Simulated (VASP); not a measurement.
# MgO (P-6m2) in VASP: a series of runs

MgO is run at these levels: PBEsol; tasks: single point.

Everything below comes from runs of VASP 6.6.1. Logs are shortened: lines on timing, memory, paths and dates and some standing lists are left out, and cuts for length are marked.

**1. The cell of the first run**

Symmetry: P-6m2, No. 187, hexagonal system. The conventional cell has a = 2.996 Å, b = 2.996 Å, c = 2.732 Å, α = 90.00°, β = 90.00°, γ = 120.00°. Mg (site symmetry -6m2) has 6 O at 2.20 Å and 2 Mg at 2.73 Å within 2.9 Å. O (site symmetry -6m2) has 6 Mg at 2.20 Å and 2 O at 2.73 Å within 2.9 Å.

**2. Single point, PBEsol (volume scaled by 1.06)**

Input file INCAR:

```
ALGO = Normal
EDIFF = 1E-6
ENCUT = 520
GGA = PS
ISIF = 2
ISMEAR = -1
LASPH = True
LCHARG = False
LREAL = False
LWAVE = False
NBANDS = 11
NELM = 80
PREC = Accurate
SIGMA = 0.05
```

Input file KPOINTS:

```
k-points
0
Gamma
  10 10 10
```

Input file POSCAR:

```
MgO
1.0
    2.9956437857      0.0000000000      0.0000000000
   -1.4978218928      2.5943036191      0.0000000000
    0.0000000000      0.0000000000      2.7322360880
Mg O
1 1
Direct
    0.0000000000      0.0000000000      0.0000000000
    0.3333333333      0.6666666667      0.5000000000
```

Potentials or basis: VASP PAW PBE potentials, release 64 (Mg, O).

The run is started by

```console
cat potpaw_PBE.64/Mg/POTCAR potpaw_PBE.64/O/POTCAR > POTCAR
mpirun -np 1 vasp_std > vasp.out
```

OUTCAR:

```text
EDIFF = 1E-6
   ENCUT = 520
   GGA = PS
   ISIF = 2
   ISMEAR = -1
   LASPH = True
   LREAL = False
   NELM = 80
   PREC = Accurate

 ion  position               nearest neighbor table
   1  0.000  0.000  0.000-   2 2.20   2 2.20   2 2.20   2 2.20   2 2.20   2 2.20
   2  0.333  0.667  0.500-   1 2.20   1 2.20   1 2.20   1 2.20   1 2.20   1 2.20

  LATTYP: Found a hexagonal cell.
 ALAT       =     2.9956437857
 C/A-ratio  =     0.9120697531

  Lattice vectors:

 A1 = (   2.9956437857,   0.0000000000,   0.0000000000)
 A2 = (  -1.4978218928,   2.5943036191,   0.0000000000)
 A3 = (   0.0000000000,   0.0000000000,   2.7322360880)

Analysis of symmetry for initial positions (statically):
=====================================================================
 Subroutine PRICEL returns:
 Original cell was already a primitive cell.

 Routine SETGRP: Setting up the symmetry group for a
 hexagonal supercell.

 Subroutine GETGRP returns: Found 12 space group operations
 (whereof 12 operations were pure point group operations)
 out of a pool of 24 trial point group operations.

The static configuration has the point symmetry D_3h.

Analysis of symmetry for dynamics (positions and initial velocities):
=====================================================================
 Subroutine PRICEL returns:
 Original cell was already a primitive cell.

 Routine SETGRP: Setting up the symmetry group for a
 hexagonal supercell.

 Subroutine GETGRP returns: Found 12 space group operations
 (whereof 12 operations were pure point group operations)
 out of a pool of 24 trial point group operations.

The dynamic configuration has the point symmetry D_3h.

 Subroutine INISYM returns: Found 12 space group operations
 (whereof 12 operations are pure point group operations),
 and found     1 'primitive' translations

----------------------------------------------------------------------------------------

                                     Primitive cell

  volume of cell :      21.2339

  direct lattice vectors                    reciprocal lattice vectors
     2.995643786  0.000000000  0.000000000     0.333818061  0.192729947  0.000000000
    -1.497821893  2.594303619  0.000000000     0.000000000  0.385459895  0.000000000
     0.000000000  0.000000000  2.732236088     0.000000000  0.000000000  0.366000583

  length of vectors
     2.995643786  2.995643786  2.732236088     0.385459895  0.385459895  0.366000583
[... 81 lines left out ...]
   EDIFF  = 0.1E-05   stopping-criterion for ELM
   LREAL  =      F    real-space projection
   EDIFFG = 0.1E-04   stopping-criterion for IOM
   NSW    =      0    number of steps for IOM
   IBRION =     -1    ionic relax: 0-MD 1-quasi-New 2-CG
   NFREE  =      0    steps in history (QN), initial steepest desc. (CG)
   ISIF   =      2    stress and relaxation
   ISYM   =      2    0-nonsym 1-usesym 2-fastsym
   POTIM  = 0.5000    time-step for ionic-motion
   TEBEG  =    0.0;   TEEND  =   0.0 temperature during run
   PSTRESS=    0.0 pullay stress
   NELECT =       8.0000    total number of electrons
   NUPDOWN=      -1.0000    fix difference up-down
   EMIN   =  10.00;   EMAX   =-10.00  energy-range for DOS
   EFERMI =   0.00;   METHOD = LEGACY
   ISMEAR =    -1;   SIGMA  =   0.05  broadening in eV -4-tet -1-fermi 0-gaus
   EFERMI_NEDOS =   21; number of points for ismear=-14 and -15
   IALGO  =     38    algorithm
   IMIX   =      4    mixing-type and parameters
     AMIX     =   0.40;   BMIX     =  1.00
     AMIX_MAG =   1.60;   BMIX_MAG =  1.00
  volume/ion in A,a.u.               =      10.62        71.65
  Fermi-wavevector in a.u.,A,eV,Ry     =   1.182393  2.234398 19.021661  1.398053
  Thomas-Fermi vector in A             =   2.318648
   LORBIT       =      0    0 simple, 1 ext, 2 COOP (PROOUT), +10 PAW based schemes
   GGA     = PS    functional components
   LHFCALC =     F    Hartree Fock is set to
   AEXX    =    0.0000 exact exchange contribution
   IVDW    =     0    specifies the selected vdW correction
   LEPSILON=     F    determine dielectric tensor
   LRPA    =     F    only Hartree local field effects (RPA)
 non-spin polarized calculation
  energy-cutoff  :      520.00
  volume of cell :       21.23
 maximum number of plane-waves:       586
 NGX is ok and might be reduce to    24
   NGX = 11   NGY = 11   NGZ = 11

 number of electron       8.0000002 magnetization

 Free energy of the ion-electron system (eV)
  ---------------------------------------------------
  ext. energy  EPLUGINS =         0.00000000
  ---------------------------------------------------
  free energy    TOTEN  =       -11.75882811 eV

  energy without entropy =      -11.75882811  energy(sigma->0) =      -11.75882811

 E-fermi :   3.8483     XC(G=0): -10.6861

 val. band max:        2.7502260657   @ k =   0.3000   0.3000   0.0000
 cond. band min:       5.2636594915   @ k =   0.0000   0.0000   0.0000
 fundamental gap:      2.5134334259
 Fermi energy:         3.8482522995

 k-point     1 :       0.0000    0.0000    0.0000
  band No.  band energies     occupation
      1     -14.3195      2.00000
      2       2.1923      2.00000
      3       2.1923      2.00000
      4       2.3645      2.00000
      5       5.2637      0.00000
      6      14.2572      0.00000
      7      17.7257      0.00000
      8      17.7257      0.00000
      9      21.7725      0.00000
     10      22.6192      0.00000
     11      24.2743      0.00000
[... 309 lines left out ...]
 k-point    24 :       0.4000    0.1000    0.1000
  band No.  band energies     occupation
      1     -13.3237      2.00000
      2      -1.6246      2.00000
      3       1.2119      2.00000
      4       2.2856      2.00000
      5       9.4495      0.00000
      6      12.5082      0.00000
      7      15.5910      0.00000
      8      19.2386      0.00000
      9      19.9265      0.00000
     10      24.4127      0.00000
     11      25.6238      0.00000

 [... further k-points ...]
[... 5 lines left out ...]
  --------------------------------------------------------------------------------------
  -------------------------------------------------------------------------------------
  Total       -1.3758761     -1.3758761     -1.6431562     -0.0000000      0.0000000      0.0000000
  in kB     -103.8151414   -103.8151414   -123.9824588     -0.0000000      0.0000000      0.0000000
  external PRESSURE =    -110.5375805 kB  Pullay stress =       0.0000000 kB

 VOLUME and BASIS-vectors are now :
 -----------------------------------------------------------------------------
  energy-cutoff  :      520.00
  volume of cell :       21.23
      direct lattice vectors                 reciprocal lattice vectors
     2.995643786  0.000000000  0.000000000     0.333818061  0.192729947  0.000000000
    -1.497821893  2.594303619  0.000000000     0.000000000  0.385459895  0.000000000
     0.000000000  0.000000000  2.732236088     0.000000000  0.000000000  0.366000583

 POSITION                                       TOTAL-FORCE (eV/Angst)
 -----------------------------------------------------------------------------------
      0.00000      0.00000      0.00000        -0.000000     -0.000000      0.000000
     -0.00000      1.72954      1.36612         0.000000      0.000000      0.000000
 -----------------------------------------------------------------------------------
    total drift:                                0.000000     -0.000000     -0.000000

  FREE ENERGIE OF THE ION-ELECTRON SYSTEM (eV)
  ---------------------------------------------------
  free  energy   TOTEN  =       -11.7588281082 eV

  energy  without entropy=      -11.7588281082  energy(sigma->0) =      -11.75882811
```

It took 7.6 s on 1 thread of Intel Xeon 6975P-C, shared host; peak memory 0.14 GiB.

Results:

```
Free energy            : -11.7588 eV
Pressure               : -11.1 GPa
Band gap on the k mesh : 2.51 eV, indirect (least direct gap 2.90 eV)
```

Caveat: the cell differs from its parent crystal (volume scaled by 1.06); the PAW data sets were made with another functional, which shifts forces and pressure a little.

**3. Single point, PBEsol**

This run uses another cell than the first one, of 10.02 Å³/atom, 0.943 times its volume.

Input file INCAR:

```
SYSTEM = MgO
PREC     = Accurate       ! precision mode
ENCUT    = 520            ! plane-wave cutoff, eV
EDIFF    = 1E-6           ! SCF threshold, eV
ISMEAR   = 1              ! smearing method
SIGMA    = 0.05           ! smearing width, eV
LREAL    = .False.        ! projectors in reciprocal space
LASPH    = .True.         ! aspherical terms in the spheres
NELM     = 100            ! most SCF steps
ALGO     = Normal         ! electronic algorithm
ISIF     = 2              ! what is computed and relaxed
LWAVE    = .False.        ! write WAVECAR
LCHARG   = .True.         ! write CHGCAR
GGA      = PS             ! functional
LELF     = .True.         ! ELF
LVHAR    = .True.       
NBANDS   = 11             ! bands
```

Input file KPOINTS:

```
Automatic mesh
0
Gamma
  9 9 8
  0 0 0
```

Input file POSCAR:

```
MgO
1.0
    2.9380209034      0.0000000000      0.0000000000
   -1.4690104517      2.5444007392      0.0000000000
    0.0000000000      0.0000000000      2.6796800000
Mg O
1 1
Direct
    0.0000000000      0.0000000000      0.0000000000
    0.3333333333      0.6666666667      0.5000000000
```

Potentials or basis: VASP PAW PBE potentials, release 64 (Mg, O).

The run is started by

```console
cat potpaw_PBE.64/Mg/POTCAR potpaw_PBE.64/O/POTCAR > POTCAR
mpirun -np 1 vasp_std > vasp.out
```

OUTCAR:

```text
SYSTEM = MgO
   PREC = Accurate
   ENCUT = 520
   EDIFF = 1E-6
   ISMEAR = 1
   LREAL = .False.
   LASPH = .True.
   NELM = 100
   ISIF = 2
   GGA = PS

 ion  position               nearest neighbor table
   1  0.000  0.000  0.000-   2 2.16   2 2.16   2 2.16   2 2.16   2 2.16   2 2.16
   2  0.333  0.667  0.500-   1 2.16   1 2.16   1 2.16   1 2.16   1 2.16   1 2.16

  LATTYP: Found a hexagonal cell.
 ALAT       =     2.9380209034
 C/A-ratio  =     0.9120697531

  Lattice vectors:

 A1 = (   2.9380209034,   0.0000000000,   0.0000000000)
 A2 = (  -1.4690104517,   2.5444007392,   0.0000000000)
[... 515 lines left out ...]
      8      20.2372      0.00000
      9      20.7127      0.00000
     10      24.4485      0.00000
     11      27.1256      0.00000

 [... further k-points ...]
[... 5 lines left out ...]
  --------------------------------------------------------------------------------------
  -------------------------------------------------------------------------------------
  Total       -0.5320773     -0.5320773     -0.5654066     -0.0000000      0.0000000     -0.0000000
  in kB      -42.5561155    -42.5561155    -45.2218324     -0.0000000      0.0000000     -0.0000000
  external PRESSURE =     -43.4446878 kB  Pullay stress =       0.0000000 kB

 VOLUME and BASIS-vectors are now :
 -----------------------------------------------------------------------------
  energy-cutoff  :      520.00
  volume of cell :       20.03
      direct lattice vectors                 reciprocal lattice vectors
     2.938020903  0.000000000  0.000000000     0.340365175  0.196509926  0.000000000
    -1.469010452  2.544400739  0.000000000     0.000000000  0.393019851  0.000000000
     0.000000000  0.000000000  2.679680000     0.000000000  0.000000000  0.373178887

 POSITION                                       TOTAL-FORCE (eV/Angst)
 -----------------------------------------------------------------------------------
      0.00000      0.00000      0.00000         0.000000      0.000000      0.000000
     -0.00000      1.69627      1.33984        -0.000000     -0.000000      0.000000
 -----------------------------------------------------------------------------------
    total drift:                                0.000000     -0.000000     -0.000000

  FREE ENERGIE OF THE ION-ELECTRON SYSTEM (eV)
  ---------------------------------------------------
  free  energy   TOTEN  =       -11.8163654410 eV

  energy  without entropy=      -11.8165348052  energy(sigma->0) =      -11.81642190
```

OSZICAR:

```text
N       E                     dE             d eps       ncg     rms          rms(c)
DAV:   1     0.146406523610E+02    0.14641E+02   -0.45581E+03  1512   0.637E+02
DAV:   2    -0.127516897095E+02   -0.27392E+02   -0.26930E+02  1538   0.135E+02
DAV:   3    -0.133804496398E+02   -0.62876E+00   -0.62842E+00  1579   0.179E+01
DAV:   4    -0.133821387816E+02   -0.16891E-02   -0.16891E-02  1428   0.106E+00
DAV:   5    -0.133821448469E+02   -0.60653E-05   -0.60653E-05  1592   0.623E-02    0.682E+00
DAV:   6    -0.118839556075E+02    0.14982E+01   -0.86209E+00  1350   0.155E+01    0.237E+00
DAV:   7    -0.118413229775E+02    0.42633E-01   -0.74542E-02  1451   0.235E+00    0.135E+00
DAV:   8    -0.118168045908E+02    0.24518E-01   -0.37620E-02  1368   0.200E+00    0.254E-01
DAV:   9    -0.118165384843E+02    0.26611E-03   -0.23668E-04  1565   0.113E-01    0.191E-01
DAV:  10    -0.118163662436E+02    0.17224E-03   -0.64637E-04  1380   0.206E-01    0.148E-02
DAV:  11    -0.118163646108E+02    0.16328E-05   -0.14910E-05  1503   0.229E-02    0.556E-03
DAV:  12    -0.118163654410E+02   -0.83021E-06   -0.81214E-07   753   0.688E-03
   1 F= -.11816365E+02 E0= -.11816422E+02  d E =0.169364E-03
```

It took 4.4 s on 1 thread of Intel Xeon 6975P-C (Granite Rapids), shared host; peak memory 0.14 GiB.

What came out:

```yaml
Free_energy: -11.8164 eV
Pressure: -4.3 GPa
Band_gap_on_the_k_mesh: 2.92 eV, indirect (least direct gap 3.33 eV)
```

Caveat: the PAW data sets were made with another functional, which shifts forces and pressure a little. As with any semilocal functional, this PBEsol gap is likely too small.
